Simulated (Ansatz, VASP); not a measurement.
**Two plane-wave programs on Pd**

INCAR

```
PREC = Accurate
ENCUT = 600
EDIFF = 1E-7
ISMEAR = 0
SIGMA = 0.1
LREAL = False
LASPH = True
NELM = 60
ALGO = Fast
ISIF = 3
LWAVE = False
LCHARG = False
GGA = PE
IBRION = 2
NSW = 65
EDIFFG = -0.01
```

Contents of KPOINTS:

```
regular mesh
0
Gamma
  18 18 3
```

The input POSCAR:

```
Pd
1.0
    2.7669447521      0.0000000000      0.0000000000
   -1.3834723761      2.3962444462      0.0000000000
    0.0000000000      0.0000000000     18.5821834125
Pd
8
Direct
    0.0000000000      0.0000000000      0.0000000000
    0.3333333333      0.6666666667      0.1250000000
    0.0000000000      0.0000000000      0.2500000000
    0.3333333333      0.6666666667      0.3750000000
    0.0000000000      0.0000000000      0.5000000000
    0.6666666667      0.3333333333      0.6250000000
    0.3333333333      0.6666666667      0.7500000000
    0.6666666667      0.3333333333      0.8750000000
```

Input for Ansatz:

```yaml
crystal:
  lattice:
    - [2.7669447521, 0.0, 0.0]
    - [-1.3834723761, 2.3962444462, 0.0]
    - [0.0, 0.0, 18.5821834125]
  atoms:
    - { symbol: Pd, position: [0.0, 0.0, 0.0] }
    - { symbol: Pd, position: [0.3333333333, 0.6666666667, 0.125] }
    - { symbol: Pd, position: [0.0, 0.0, 0.25] }
    - { symbol: Pd, position: [0.3333333333, 0.6666666667, 0.375] }
    - { symbol: Pd, position: [0.0, 0.0, 0.5] }
    - { symbol: Pd, position: [0.6666666667, 0.3333333333, 0.625] }
    - { symbol: Pd, position: [0.3333333333, 0.6666666667, 0.75] }
    - { symbol: Pd, position: [0.6666666667, 0.3333333333, 0.875] }
basis:
  ecutwfc: 420
kpoints:
  mp_grid: { grid: [18, 18, 3] }
hamiltonian:
  xc: pbe
scf:
  occupations: { method: gaussian, width: 0.1 }
output:
  forces: true
  stress: true
  eigenvalues: true
  populations: true
  write_density: true
  write_potential: true
  elf: true
  volumetric_format: npy
relax:
  adjacent_minimum: "off"
  f_tol: 0.01
  max_steps: 45
  cell: { stress_tol: 0.05 }
```

Alike in both runs: task relaxation of cell and atoms; functional PBE; k mesh 18 × 18 × 3; occupations gaussian, width 0.1 eV; no spin polarisation.

```csv
,VASP,Ansatz
version,VASP 6.6.1,Ansatz 0.2.0
potentials or method,"VASP PAW PBE potentials, release 64 (Pd), cutoff 600 eV","scalar-relativistic, plane waves, PAW"
valence electrons in the cell,80,144
```

|  | VASP | Ansatz | Ansatz less VASP |
| --- | --- | --- | --- |
| gap on the k mesh at the Fermi level, each at its own relaxed structure (eV) | none | none | - |
| relaxed volume (Å³/atom) | 15.32 | 15.35 | +0.028 |
| relaxed length of the cell vector where the two differ most in proportion (Å) | 18.347 | 18.361 | +0.0138 |

A gap of «none» marks a metal or a gap that the smearing closes. VASP's potentials hold 80 valence electrons a cell and Ansatz's 144, so a difference there can come from the potentials and not from the codes.
